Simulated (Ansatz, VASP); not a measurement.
GaAs in VASP and in Ansatz

The input INCAR:

```
SYSTEM = GaAs
  ALGO = Normal
  EDIFF = 1E-8
  ENCUT = 520
  GGA = CA
  ISIF = 2
  ISMEAR = -1
  LASPH = .True.
  LCHARG = .False.
  LEFG = .True.
  LREAL = .False.
  LWAVE = .False.
  NBANDS = 16
  NELM = 100
  PREC = Accurate
  SIGMA = 0.05
```

Contents of KPOINTS:

```
k-points
0
Gamma
  11 11 11
  0 0 0
```

The input POSCAR:

```
GaAs
1.0
    0.0000000000      2.7420445000      2.8268500000
    2.7420445000      0.0000000000      2.8268500000
    2.7420445000      2.7420445000      0.0000000000
Ga As
1 1
Direct
    0.0000000000      0.0000000000      0.0000000000
    0.7500000000      0.7500000000      0.7500000000
```

Input for Ansatz:

```yaml
crystal:
  lattice:
    - [0.0, 2.7420445, 2.82685]
    - [2.7420445, 0.0, 2.82685]
    - [2.7420445, 2.7420445, 0.0]
  atoms:
    - { symbol: Ga, position: [0.0, 0.0, 0.0] }
    - { symbol: As, position: [0.75, 0.75, 0.75] }
kpoints:
  mp_grid: { grid: [11, 11, 11] }
scf:
  occupations: { method: fermi_dirac, width: 0.05 }
hamiltonian:
  xc: lda
  pseudopotentials: { kind: paw }
output:
  forces: true
  stress: true
  eigenvalues: true
  efg: { contact_densities: true }
  write_density: true
  write_potential: true
  elf: true
  volumetric_format: npy
```

Change from the starting cell: equal xx and yy strain of -3 %, PAW files.

Alike in both runs: task electric field gradients; functional LDA; k mesh 11 × 11 × 11; occupations fermi-dirac, width 0.05 eV; no spin polarisation.

|  | VASP | Ansatz |
| --- | --- | --- |
| version | VASP 6.6.1 | Ansatz 0.2.0 |
| potentials or method | VASP PAW LDA potentials, release 64 (Ga_d, As) | PAW with Ansatz's default frozen-core files, scalar-relativistic |
| plane-wave cutoff (eV) | 520 | 420 |
| valence electrons in the cell | 18 | 28 |

Ansatz gave:

- pressure (GPa): 2.7
- traceless stress, the component that is largest in VASP (GPa): -1.39
- size of Vzz on the site where it differs most (V/Å²): 5.4

Question: Which values does VASP return?

Answer: Pressure (GPa): 3.1; traceless stress, the component that is largest in VASP (GPa): -1.38; size of Vzz on the site where it differs most (V/Å²): 4.8.

LDA's correlation is that of Perdew and Zunger in VASP and of Perdew and Wang (1992) in Ansatz. VASP's potentials hold 18 valence electrons a cell and Ansatz's 28, so a difference there can come from the potentials and not from the codes.
